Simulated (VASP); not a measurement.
# Pb (Fm-3m) in VASP: further runs

Runs on Pb. Level: PBE. Tasks: single point.

All numbers are computed with VASP 6.6.1; they aren't measurements. Logs are shortened: lines on timing, memory, paths and dates and some standing lists are left out, and cuts for length are marked.

**1. The cell of the first run**

Symmetry: Fm-3m, No. 225, cubic system. Conventional cell: a = 4.302 Å, b = 4.302 Å, c = 4.302 Å, α = 90.00°, β = 90.00°, γ = 90.00°. Within 4.0 Å of Pb (site symmetry m-3m) lie 12 Pb at 3.04 Å.

**2. Single point, PBE**

INCAR

```
ALGO = Normal
EDIFF = 1E-6
ENCUT = 500
GGA = PE
GGA_COMPAT = F
ISIF = 2
ISMEAR = -1
LASPH = T
LCHARG = F
LREAL = F
LWAVE = F
NBANDS = 13
NELM = 120
PREC = Accurate
SIGMA = 0.05
```

KPOINTS

```
k-points
0
Gamma
  15 15 15
```

POSCAR

```
Pb
1.0
    0.0000000000      2.1511774837      2.1511774837
    2.1511774837      0.0000000000      2.1511774837
    2.1511774837      2.1511774837      0.0000000000
Pb
1
Direct
    0.0000000000      0.0000000000      0.0000000000
```

Potentials or basis: VASP PAW PBE potentials, release 64 (Pb_d).

Launch:

```console
$ cat potpaw_PBE.64/Pb_d/POTCAR > POTCAR
$ mpirun -np 1 vasp_std > vasp.out
```

OUTCAR:

```text
EDIFF = 1E-6
   ENCUT = 500
   GGA = PE
   ISIF = 2
   ISMEAR = -1
   LASPH = T
   LREAL = F
   NELM = 120
   PREC = Accurate

 ion  position               nearest neighbor table
   1  0.000  0.000  0.000-

  LATTYP: Found a face centered cubic cell.
 ALAT       =     4.3023549674

  Lattice vectors:

 A1 = (   0.0000000000,   2.1511774837,   2.1511774837)
 A2 = (   2.1511774837,   0.0000000000,   2.1511774837)
 A3 = (   2.1511774837,   2.1511774837,   0.0000000000)

Analysis of symmetry for initial positions (statically):
=====================================================================
 Subroutine PRICEL returns:
 Original cell was already a primitive cell.

 Routine SETGRP: Setting up the symmetry group for a
 face centered cubic supercell.

 Subroutine GETGRP returns: Found 48 space group operations
 (whereof 48 operations were pure point group operations)
 out of a pool of 48 trial point group operations.

The static configuration has the point symmetry O_h .

Analysis of symmetry for dynamics (positions and initial velocities):
=====================================================================
 Subroutine PRICEL returns:
 Original cell was already a primitive cell.

 Routine SETGRP: Setting up the symmetry group for a
 face centered cubic supercell.

 Subroutine GETGRP returns: Found 48 space group operations
 (whereof 48 operations were pure point group operations)
 out of a pool of 48 trial point group operations.

The dynamic configuration has the point symmetry O_h .

 Subroutine INISYM returns: Found 48 space group operations
 (whereof 48 operations are pure point group operations),
 and found     1 'primitive' translations

----------------------------------------------------------------------------------------

                                     Primitive cell

  volume of cell :      19.9094

  direct lattice vectors                    reciprocal lattice vectors
     0.000000000  2.151177484  2.151177484    -0.232430845  0.232430845  0.232430845
     2.151177484  0.000000000  2.151177484     0.232430845 -0.232430845  0.232430845
     2.151177484  2.151177484  0.000000000     0.232430845  0.232430845 -0.232430845

  length of vectors
     3.042224373  3.042224373  3.042224373     0.402582033  0.402582033  0.402582033

  position of ions in fractional coordinates (direct lattice)
     0.000000000  0.000000000  0.000000000

  ion indices of the primitive-cell ions
   primitive index   ion index
                 1           1

----------------------------------------------------------------------------------------

 KPOINTS: k-points

Automatic generation of k-mesh.
 Grid dimensions read from file:
 generate k-points for:   15   15   15

 Generating k-lattice:

  Cartesian coordinates                     Fractional coordinates (reciprocal lattice)
    -0.015495390  0.015495390  0.015495390     0.066666667  0.000000000  0.000000000
     0.015495390 -0.015495390  0.015495390     0.000000000  0.066666667  0.000000000
     0.015495390  0.015495390 -0.015495390     0.000000000  0.000000000  0.066666667

  Length of vectors
     0.026838802  0.026838802  0.026838802

  Shift w.r.t. Gamma in fractional coordinates (k-lattice)
     0.000000000  0.000000000  0.000000000

 Subroutine IBZKPT returns following result:
 ===========================================

 Found    120 irreducible k-points:

 Following reciprocal coordinates:
            Coordinates               Weight
  0.000000  0.000000  0.000000      1.000000
  0.066667  0.000000  0.000000      8.000000
  0.133333  0.000000  0.000000      8.000000
  0.200000  0.000000  0.000000      8.000000
  0.266667  0.000000  0.000000      8.000000
  0.333333  0.000000  0.000000      8.000000
[... 16 lines left out ...]
  0.133333  0.133333  0.000000      6.000000
  0.200000  0.133333  0.000000     24.000000
 [... further k-points ...]
   k-points           NKPTS =    120   k-points in BZ     NKDIM =    120   number of bands    NBANDS=     13
   number of dos      NEDOS =    301   number of ions     NIONS =      1
   total plane-waves  NPLWV =  13824
   dimension x,y,z NGX =    24 NGY =   24 NGZ =   24
   dimension x,y,z NGXF=    48 NGYF=   48 NGZF=   48
   ions per type =               1
   NGX,Y,Z   is equivalent  to a cutoff of  13.12, 13.12, 13.12 a.u.
   NGXF,Y,Z  is equivalent  to a cutoff of  26.23, 26.23, 26.23 a.u.
 SYSTEM =  unknown system
   PREC   = accura    normal or accurate (medium, high low for compatibility)
   ISTART =      0    job   : 0-new  1-cont  2-samecut
   ICHARG =      2    charge: 1-file 2-atom 10-const
   ISPIN  =      1    spin polarized calculation?
   LNONCOLLINEAR =      F non collinear calculations
   LSORBIT =      F    spin-orbit coupling
   LASPH  =      T    aspherical Exc in radial PAW
   ENCUT  =  500.0 eV  36.75 Ry    6.06 a.u.   5.55  5.55  5.55*2*pi/ulx,y,z
   NELM   =    120;   NELMIN=  2; NELMDL= -5     # of ELM steps
   EDIFF  = 0.1E-05   stopping-criterion for ELM
   LREAL  =      F    real-space projection
   EDIFFG = 0.1E-04   stopping-criterion for IOM
   NSW    =      0    number of steps for IOM
   IBRION =     -1    ionic relax: 0-MD 1-quasi-New 2-CG
   NFREE  =      0    steps in history (QN), initial steepest desc. (CG)
   ISIF   =      2    stress and relaxation
   ISYM   =      2    0-nonsym 1-usesym 2-fastsym
   POTIM  = 0.5000    time-step for ionic-motion
   TEBEG  =    0.0;   TEEND  =   0.0 temperature during run
   PSTRESS=    0.0 pullay stress
   NELECT =      14.0000    total number of electrons
   NUPDOWN=      -1.0000    fix difference up-down
   EMIN   =  10.00;   EMAX   =-10.00  energy-range for DOS
   EFERMI =   0.00;   METHOD = LEGACY
   ISMEAR =    -1;   SIGMA  =   0.05  broadening in eV -4-tet -1-fermi 0-gaus
   EFERMI_NEDOS =   21; number of points for ismear=-14 and -15
   IALGO  =     38    algorithm
   IMIX   =      4    mixing-type and parameters
     AMIX     =   0.40;   BMIX     =  1.00
     AMIX_MAG =   1.60;   BMIX_MAG =  1.00
  volume/ion in A,a.u.               =      19.91       134.36
  Fermi-wavevector in a.u.,A,eV,Ry     =   1.455787  2.751039 28.835055  2.119317
  Thomas-Fermi vector in A             =   2.572781
   LORBIT       =      0    0 simple, 1 ext, 2 COOP (PROOUT), +10 PAW based schemes
   GGA     = PE    functional components
   LHFCALC =     F    Hartree Fock is set to
   AEXX    =    0.0000 exact exchange contribution
   IVDW    =     0    specifies the selected vdW correction
   LEPSILON=     F    determine dielectric tensor
   LRPA    =     F    only Hartree local field effects (RPA)
 non-spin polarized calculation
  energy-cutoff  :      500.00
  volume of cell :       19.91
 maximum number of plane-waves:       531
   NGX = 11   NGY = 11   NGZ = 11

 number of electron      14.0000002 magnetization

 Free energy of the ion-electron system (eV)
  ---------------------------------------------------
  ext. energy  EPLUGINS =         0.00000000
  ---------------------------------------------------
  free energy    TOTEN  =        -2.14832098 eV

  energy without entropy =       -2.14491327  energy(sigma->0) =       -2.14661713

 E-fermi :  13.4894     XC(G=0): -12.3826

 val. band max:       13.4757558253   @ k =  -0.4000   0.4667   0.0667
 cond. band min:      13.4947864654   @ k =  -0.3333   0.4667   0.2000
 fundamental gap:      0.0190306400
 Fermi energy:        13.4893780478

 k-point     1 :       0.0000    0.0000    0.0000
  band No.  band energies     occupation
      1      -4.6785      2.00000
      2      -4.6785      2.00000
      3      -4.6785      2.00000
      4      -4.2114      2.00000
      5      -4.2114      2.00000
      6      -2.3251      2.00000
      7      22.6761      0.00000
      8      23.9604      0.00000
      9      23.9604      0.00000
     10      23.9604      0.00000
     11      29.4342      0.00000
     12      29.4342      0.00000
     13      29.4375      0.00000

 k-point     2 :       0.0667    0.0000    0.0000
  band No.  band energies     occupation
      1      -4.6847      2.00000
      2      -4.6586      2.00000
      3      -4.6586      2.00000
      4      -4.2148      2.00000
      5      -4.2148      2.00000
      6      -2.1967      2.00000
      7      22.2378      0.00000
      8      23.0362      0.00000
      9      23.8780      0.00000
     10      23.8780      0.00000
     11      28.9734      0.00000
     12      29.4077      0.00000
     13      29.4077      0.00000

 k-point     3 :       0.1333    0.0000    0.0000
  band No.  band energies     occupation
      1      -4.7099      2.00000
      2      -4.6109      2.00000
      3      -4.6109      2.00000
      4      -4.2148      2.00000
      5      -4.2148      2.00000
      6      -1.8016      2.00000
      7      19.7239      0.00000
      8      23.0239      0.00000
      9      23.6231      0.00000
     10      23.6231      0.00000
     11      28.0847      0.00000
     12      29.1073      0.00000
     13      29.1073      0.00000

 k-point     4 :       0.2000    0.0000    0.0000
  band No.  band energies     occupation
      1      -4.7616      2.00000
      2      -4.5719      2.00000
      3      -4.5719      2.00000
      4      -4.1810      2.00000
      5      -4.1810      2.00000
      6      -1.1240      2.00000
      7      16.8781      0.00000
      8      23.0873      0.00000
      9      23.1920      0.00000
     10      23.1920      0.00000
     11      27.3795      0.00000
     12      28.5367      0.00000
     13      28.5367      0.00000

 k-point     5 :       0.2667    0.0000    0.0000
  band No.  band energies     occupation
      1      -4.8335      2.00000
      2      -4.5734      2.00000
      3      -4.5734      2.00000
      4      -4.0917      2.00000
      5      -4.0917      2.00000
      6      -0.1593      2.00000
      7      14.0750      0.00002
      8      22.6298      0.00000
      9      22.6298      0.00000
     10      22.9579      0.00000
     11      27.0830      0.00000
     12      28.0286      0.00000
     13      28.0286      0.00000
[... 257 lines left out ...]
 k-point    22 :      -0.0667    0.0667    0.0000
  band No.  band energies     occupation
      1      -4.7000      2.00000
      2      -4.6335      2.00000
      3      -4.6188      2.00000
      4      -4.2419      2.00000
      5      -4.1966      2.00000
      6      -1.9789      2.00000
      7      21.4777      0.00000
      8      21.7446      0.00000
      9      23.5817      0.00000
     10      24.4208      0.00000
     11      28.0022      0.00000
     12      29.4138      0.00000
     13      29.5865      0.00000

 k-point    23 :       0.1333    0.1333    0.0000
  band No.  band energies     occupation
      1      -4.7793      2.00000
      2      -4.5337      2.00000
      3      -4.5337      2.00000
      4      -4.3314      2.00000
      5      -4.1494      2.00000
      6      -1.6295      2.00000
      7      21.6627      0.00000
      8      21.6627      0.00000
      9      21.9682      0.00000
     10      22.3747      0.00000
     11      25.9043      0.00000
     12      30.0788      0.00000
     13      30.0788      0.00000

 k-point    24 :       0.2000    0.1333    0.0000
  band No.  band energies     occupation
      1      -4.8178      2.00000
      2      -4.4806      2.00000
      3      -4.4671      2.00000
      4      -4.3793      2.00000
      5      -4.1105      2.00000
      6      -1.1365      2.00000
      7      19.0550      0.00000
      8      20.8705      0.00000
      9      21.8510      0.00000
     10      23.2823      0.00000
     11      24.4223      0.00000
     12      30.0853      0.00000
     13      30.3456      0.00000

 [... further k-points ...]

------------------------ aborting loop because EDIFF is reached ----------------------------------------

  FORCE on cell =-STRESS in cart. coord.  units (eV):
  Direction    XX          YY          ZZ          XY          YZ          ZX
  --------------------------------------------------------------------------------------
  -------------------------------------------------------------------------------------
  Total        7.4374424      7.4374424      7.4374424      0.0000000     -0.0000000      0.0000000
  in kB      598.5155994    598.5155994    598.5155994      0.0000000     -0.0000000      0.0000000
  external PRESSURE =     598.5155994 kB  Pullay stress =       0.0000000 kB

 VOLUME and BASIS-vectors are now :
 -----------------------------------------------------------------------------
  energy-cutoff  :      500.00
  volume of cell :       19.91
      direct lattice vectors                 reciprocal lattice vectors
     0.000000000  2.151177484  2.151177484    -0.232430845  0.232430845  0.232430845
     2.151177484  0.000000000  2.151177484     0.232430845 -0.232430845  0.232430845
     2.151177484  2.151177484  0.000000000     0.232430845  0.232430845 -0.232430845

 POSITION                                       TOTAL-FORCE (eV/Angst)
 -----------------------------------------------------------------------------------
      0.00000      0.00000      0.00000        -0.000000     -0.000000     -0.000000
 -----------------------------------------------------------------------------------
    total drift:                               -0.000000      0.000000      0.000000

  FREE ENERGIE OF THE ION-ELECTRON SYSTEM (eV)
  ---------------------------------------------------
  free  energy   TOTEN  =        -2.1483209840 eV

  energy  without entropy=       -2.1449132712  energy(sigma->0) =       -2.14661713
```

Wall time 18 s (1 thread of Intel Xeon 6975P-C (Granite Rapids), shared host); peak memory 0.15 GiB.

What came out:

```yaml
Free_energy: -2.1483 eV
Pressure: 59.9 GPa
Band_gap_on_the_k_mesh: zero (bands 7 and 8 overlap by 12.01 eV)
```

Caveat: the cell stands under pressure; spin-orbit coupling is left out, which moves the levels of the heavy elements.

**3. Single point, PBE**

This run uses another cell than the first one, of 21.66 Å³/atom.

INCAR

```
PREC = Accurate ; ENCUT = 500
EDIFF = 1E-6 ; ISMEAR = -1
SIGMA = 0.05 ; LREAL = F
LASPH = T ; NELM = 120
ALGO = Normal ; ISIF = 2
LWAVE = F ; LCHARG = F
GGA = PE ; NBANDS = 13
GGA_COMPAT = F
```

KPOINTS

```
regular mesh
0
Gamma
  15 15 15
```

POSCAR

```
Pb
1.0
    0.0000000000      2.2125999458      2.2125999458
    2.2125999458      0.0000000000      2.2125999458
    2.2125999458      2.2125999458      0.0000000000
Pb
1
Direct
    0.0000000000      0.0000000000      0.0000000000
```

Potentials or basis: VASP PAW PBE potentials, release 64 (Pb_d).

Launch:

```console
$ cat potpaw_PBE.64/Pb_d/POTCAR > POTCAR
$ mpirun -np 1 vasp_std > vasp.out
```

Run time: 18 s. Hardware: 1 thread of Intel Xeon 6975P-C (Granite Rapids), shared host; peak memory 0.16 GiB.

It converged, with:

```yaml
Free_energy: -2.6887 eV
Pressure: 39.9 GPa
Band_gap_on_the_k_mesh: zero (bands 7 and 8 overlap by 11.97 eV)
```

Levels at points of the mesh, in eV from the Fermi level:
```
           k point  band 3  band 4  band 5  band 6  band 7  band 8  band 9  band 10  band 11  band 12
(0.00, 0.00, 0.00)  -17.89  -17.52  -17.52  -14.88    9.37    9.87    9.87     9.87    15.09    15.09
```

Caveat: the cell stands under pressure; spin-orbit coupling is left out, which moves the levels of the heavy elements.

**4. Single point, PBE**

This run uses another cell than the first one, of 24.53 Å³/atom.

INCAR

```
SYSTEM = Pb
PREC     = Accurate       ! precision mode
ENCUT    = 500            ! plane-wave cutoff, eV
EDIFF    = 1E-6           ! SCF threshold, eV
ISMEAR   = -1             ! smearing method
SIGMA    = 0.05           ! smearing width, eV
LREAL    = .FALSE.        ! projectors in reciprocal space
LASPH    = .TRUE.         ! aspherical terms in the spheres
NELM     = 120            ! most SCF steps
ALGO     = Normal         ! electronic algorithm
ISIF     = 2              ! what is computed and relaxed
LWAVE    = .FALSE.        ! write WAVECAR
LCHARG   = .TRUE.         ! write CHGCAR
GGA      = PE             ! functional
LELF     = .TRUE.         ! ELF
LVHAR    = .TRUE.       
NBANDS   = 13             ! bands
GGA_COMPAT= .FALSE.
```

KPOINTS

```
regular mesh
0
G
  15 15 15
  0 0 0
```

POSCAR

```
Pb
1.0
    0.0000000000      2.3062646667      2.3062646667
    2.3062646667      0.0000000000      2.3062646667
    2.3062646667      2.3062646667      0.0000000000
Pb
1
Direct
    0.0000000000      0.0000000000      0.0000000000
```

Potentials or basis: VASP PAW PBE potentials, release 64 (Pb_d).

Launch:

```console
$ cat potpaw_PBE.64/Pb_d/POTCAR > POTCAR
$ mpirun -np 1 vasp_std > vasp.out
```

OUTCAR:

```text
SYSTEM = Pb
   PREC = Accurate
   ENCUT = 500
   EDIFF = 1E-6
   ISMEAR = -1
   LREAL = .FALSE.
   LASPH = .TRUE.
   NELM = 120
   ISIF = 2
   GGA = PE

 ion  position               nearest neighbor table
   1  0.000  0.000  0.000-

  LATTYP: Found a face centered cubic cell.
 ALAT       =     4.6125293334

  Lattice vectors:

 A1 = (   0.0000000000,   2.3062646667,   2.3062646667)
 A2 = (   2.3062646667,   0.0000000000,   2.3062646667)
[... 562 lines left out ...]
     13      26.1586      0.00000

 [... further k-points ...]

------------------------ aborting loop because EDIFF is reached ----------------------------------------

  FORCE on cell =-STRESS in cart. coord.  units (eV):
  Direction    XX          YY          ZZ          XY          YZ          ZX
  --------------------------------------------------------------------------------------
  -------------------------------------------------------------------------------------
  Total        3.0495455      3.0495455      3.0495455      0.0000000      0.0000000     -0.0000000
  in kB      199.1536493    199.1536493    199.1536493      0.0000000      0.0000000     -0.0000000
  external PRESSURE =     199.1536493 kB  Pullay stress =       0.0000000 kB

 VOLUME and BASIS-vectors are now :
 -----------------------------------------------------------------------------
  energy-cutoff  :      500.00
  volume of cell :       24.53
      direct lattice vectors                 reciprocal lattice vectors
     0.000000000  2.306264667  2.306264667    -0.216800789  0.216800789  0.216800789
     2.306264667  0.000000000  2.306264667     0.216800789 -0.216800789  0.216800789
     2.306264667  2.306264667  0.000000000     0.216800789  0.216800789 -0.216800789

 POSITION                                       TOTAL-FORCE (eV/Angst)
 -----------------------------------------------------------------------------------
      0.00000      0.00000      0.00000        -0.000000      0.000000      0.000000
 -----------------------------------------------------------------------------------
    total drift:                               -0.000000      0.000000      0.000000

  FREE ENERGIE OF THE ION-ELECTRON SYSTEM (eV)
  ---------------------------------------------------
  free  energy   TOTEN  =        -3.2082164754 eV

  energy  without entropy=       -3.2048430312  energy(sigma->0) =       -3.20652975
```

OSZICAR:

```text
N       E                     dE             d eps       ncg     rms          rms(c)
DAV:   1     0.104232239262E+03    0.10423E+03   -0.71371E+03  3189   0.132E+03
DAV:   2     0.146761931796E+01   -0.10276E+03   -0.99013E+02  3330   0.313E+02
DAV:   3    -0.312936568585E+01   -0.45970E+01   -0.45804E+01  3821   0.719E+01
DAV:   4    -0.322753426342E+01   -0.98169E-01   -0.98141E-01  3816   0.106E+01
DAV:   5    -0.323185441207E+01   -0.43201E-02   -0.43200E-02  4300   0.215E+00    0.812E-01
DAV:   6    -0.321435692968E+01    0.17497E-01   -0.17029E-02  4016   0.260E+00    0.392E-01
DAV:   7    -0.320861294677E+01    0.57440E-02   -0.78168E-03  4170   0.165E+00    0.916E-02
DAV:   8    -0.320822750396E+01    0.38544E-03   -0.57053E-04  4665   0.383E-01    0.995E-03
DAV:   9    -0.320822023206E+01    0.72719E-05   -0.97882E-06  4131   0.581E-02    0.618E-03
DAV:  10    -0.320821643785E+01    0.37942E-05   -0.81734E-07  2665   0.141E-02    0.268E-04
DAV:  11    -0.320821647538E+01   -0.37530E-07   -0.14540E-07  2385   0.610E-03
   1 F= -.32082165E+01 E0= -.32065298E+01  d E =-.337344E-02
```

It took 18 s on 1 thread of Intel Xeon 6975P-C (Granite Rapids), shared host; peak memory 0.16 GiB.

Results:

```yaml
Free_energy: -3.2082 eV
Pressure: 19.9 GPa
Band_gap_on_the_k_mesh: zero (bands 7 and 8 overlap by 11.18 eV)
```

Caveat: the cell stands under pressure; spin-orbit coupling is left out, which moves the levels of the heavy elements.

[end of part 1 of 2]
